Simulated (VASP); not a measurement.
Here is a VASP 6.6.1 calculation.

INCAR

```
PREC     = Accurate       # precision mode
ENCUT    = 500            # plane-wave cutoff, eV
EDIFF    = 1E-6           # SCF threshold, eV
ISMEAR   = 0              # smearing method
SIGMA    = 0.1            # smearing width, eV
LREAL    = F              # projectors in reciprocal space
LASPH    = T              # aspherical terms in the spheres
NELM     = 200            # most SCF steps
ALGO     = Normal         # electronic algorithm
ISIF     = 2              # what is computed and relaxed
LWAVE    = F              # write WAVECAR
LCHARG   = F              # write CHGCAR
GGA      = PE             # functional
NBANDS   = 32             # bands
GGA_COMPAT= F            
LMAXMIX  = 6              # l up to which the mixer works
```

KPOINTS

```
Automatic mesh
0
Gamma
  8 8 4
```

File POSCAR:

```
KNd2Sb3
1.0
    4.6081582290      0.0000000000      0.0000000000
    0.0000000000      4.6081582290      0.0000000000
    0.0000000000      0.0000000000      8.8953038555
K Nd Sb
1 2 3
Direct
    0.0000000000      0.0000000000      0.0000000000
    0.0000000000      0.5000000000      0.6702452523
    0.5000000000      0.0000000000      0.3297547477
    0.5000000000      0.5000000000      0.0000000000
    0.0000000000      0.5000000000      0.3141503193
    0.5000000000      0.0000000000      0.6858496807
```

Potentials or basis: VASP PAW PBE potentials, release 64 (K_sv, Nd_3, Sb), 4f in core.

The run is started by

```sh
$ cat potpaw_PBE.64/K_sv/POTCAR potpaw_PBE.64/Nd_3/POTCAR potpaw_PBE.64/Sb/POTCAR > POTCAR
$ mpirun -np 1 vasp_std > vasp.out
```

**Question.** Estimate the band gap on the k mesh.

**Answer.** Zero (bands 23 and 24 overlap by 0.45 eV).

**Question.** What does it give for the largest force?

**Answer.** 0.020 eV/Å.

Forces on the atoms (eV/Å):
```
K    0.000  0.000  0.000
Nd   0.000  0.000  0.011
Nd   0.000  0.000 -0.011
Sb   0.000  0.000  0.000
Sb   0.000  0.000 -0.020
Sb   0.000  0.000  0.020
```

Caveat: spin-orbit coupling is left out, which moves the levels of the heavy elements; the 4f electrons are frozen in the core, so they carry no moment and show no levels. Spin polarisation is off, so any magnetic state and its effect on volume and gap are missing.
